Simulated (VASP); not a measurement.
Write the native input for VASP 6.6.1 that does the following.

```
Task                   : single point
Functional             : LDA
Potentials or basis    : VASP PAW LDA potentials, release 64 (Be, Te)
Cutoff                 : 520 eV
k mesh                 : 10 × 10 × 10
Occupations            : gaussian, width 0.05 eV
Spin                   : no spin polarisation
Dipole correction      : no
Further INCAR settings : ALGO = Normal; EDIFF = 1e-07; NBANDS = 11
```

The structure of BeTe lies in POSCAR:

```
BeTe
1.0
    0.0000000000      3.1093763988      2.1983291139
    3.1093763988      0.0000000000      2.1983291139
    3.1093763988      3.1093763988      0.0000000000
Be Te
1 1
Direct
    0.0000000000      0.0000000000      0.0000000000
    0.7500000000      0.7500000000      0.7500000000
```

This cell differs from its parent crystal: ratio of the length along z to the lengths across it x 0.707, volume and fractional coordinates fixed.

One way to write it, as run:

INCAR

```
PREC = Accurate ; ENCUT = 520
EDIFF = 1E-7 ; ISMEAR = 0
SIGMA = 0.05 ; LREAL = F
LASPH = T ; NELM = 100
ALGO = Normal ; ISIF = 2
LWAVE = F ; LCHARG = F
NBANDS = 11
```

KPOINTS

```
regular mesh
0
Gamma
  10 10 10
```

Potentials or basis: VASP PAW LDA potentials, release 64 (Be, Te).

Run with:

```sh
$ cat potpaw_LDA.64/Be/POTCAR potpaw_LDA.64/Te/POTCAR > POTCAR
$ mpirun -np 1 vasp_std > vasp.out
```

Results of the run:

```
Pressure               : -1.0 GPa
Band gap on the k mesh : zero (band 4 reaches 6.37 eV, above the bottom of band 5 at 6.11 eV)
```

Caveat: spin-orbit coupling is left out, which moves the levels of the heavy elements.

Wall time 66 s on 1 thread of AMD EPYC 7571, on a shared host, peak memory 0.15 GiB.
